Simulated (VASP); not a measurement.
Runs of VASP 6.6.1 on C. The structure is that of space group Cmmm (No. 65), or close to it. The cells are those of the table. 

```csv
task,spin,cell,k mesh,gap on the mesh (eV),pressure (GPa),moment (μB),largest force (eV/Å)
single point,off,"a = 2.467, b = 2.467, c = 12.938 Å, angles 90.0, 90.0, 120.0°, 6 atoms",18 × 18 × 4,none,(a),-,-
single point,"collinear, ferromagnetic start","a = 2.424, b = 2.424, c = 4.635 Å, angles 90.0, 90.0, 101.4°, 6 atoms",8 × 8 × 4,none,145.0,0.00,4.29
single point,off,"a = 2.424, b = 2.424, c = 4.635 Å, angles 90.0, 90.0, 101.4°, 6 atoms",8 × 8 × 4,none,145.0,-,4.29
relaxation of cell and atoms,off,"relaxed from a = 2.424, b = 2.424, c = 4.635 Å, angles 90.0, 90.0, 101.4°, 6 atoms",8 × 8 × 4,none,0.1,-,0.02
single point,off,"a = 2.467, b = 2.467, c = 12.266 Å, angles 90.0, 90.0, 120.0°, 6 atoms",12 × 12 × 2,none,0.1,-,0.01
single point,off,"a = 2.467, b = 2.467, c = 12.266 Å, angles 90.0, 90.0, 120.0°, 6 atoms",8 × 8 × 4,1.67,0.1,-,-
single point,"collinear, ferromagnetic start","a = 2.467, b = 2.467, c = 12.266 Å, angles 90.0, 90.0, 120.0°, 6 atoms",12 × 12 × 2,none,0.1,0.00,0.01
relaxation of cell and atoms,off,"relaxed from a = 2.467, b = 2.467, c = 12.266 Å, angles 90.0, 90.0, 120.0°, 6 atoms",12 × 12 × 2,none,0.1,-,0.01
```

Alike in all rows: level PBE; potentials or basis VASP PAW PBE potentials, release 64 (C); cutoff (eV) 600; smearing gaussian 0.1 eV.

Q: Estimate the missing entries.

A: (a) 0.0.

Caveats: this functional lacks dispersion, which binds the layers, so the pressure and a relaxed spacing across them are unreliable (some runs); forces of over 1 eV/Å act on the atoms, so gaps and moduli don't describe the material at rest (some runs); the relaxation stopped at its first step, so nothing moved (some runs).

A k mesh can miss the band edges.

A gap of «none» marks levels without a gap at the run's occupations.
